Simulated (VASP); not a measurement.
A run of VASP 6.6.1:

File INCAR:

```
ALGO = Normal
EDIFF = 1E-6
ENCUT = 500
GGA = CA
GGA_COMPAT = F
ISIF = 2
ISMEAR = 1
LASPH = T
LCHARG = F
LREAL = F
LWAVE = F
NBANDS = 8
NELM = 120
PREC = Accurate
SIGMA = 0.01
```

Contents of KPOINTS:

```
k-points
0
Gamma
  11 11 11
```

POSCAR

```
Si
1.0
    0.0000000000      1.9313704096      1.9313704096
    1.9313704096      0.0000000000      1.9313704096
    1.9313704096      1.9313704096      0.0000000000
Si
1
Direct
    0.0000000000      0.0000000000      0.0000000000
```

Potentials or basis: VASP PAW LDA potentials, release 64 (Si).

Run with:

```console
$ cat potpaw_LDA.64/Si/POTCAR > POTCAR
$ mpirun -np 1 vasp_std > vasp.out
```

Hardware: 1 thread of Intel Xeon 6975P-C, on a shared host.

Task: Estimate the wall time of this run.

Result: Wall time 2.8 s on 1 thread of Intel Xeon 6975P-C, on a shared host, peak memory 0.11 GiB. Counts: scf iterations 9, k points 56.
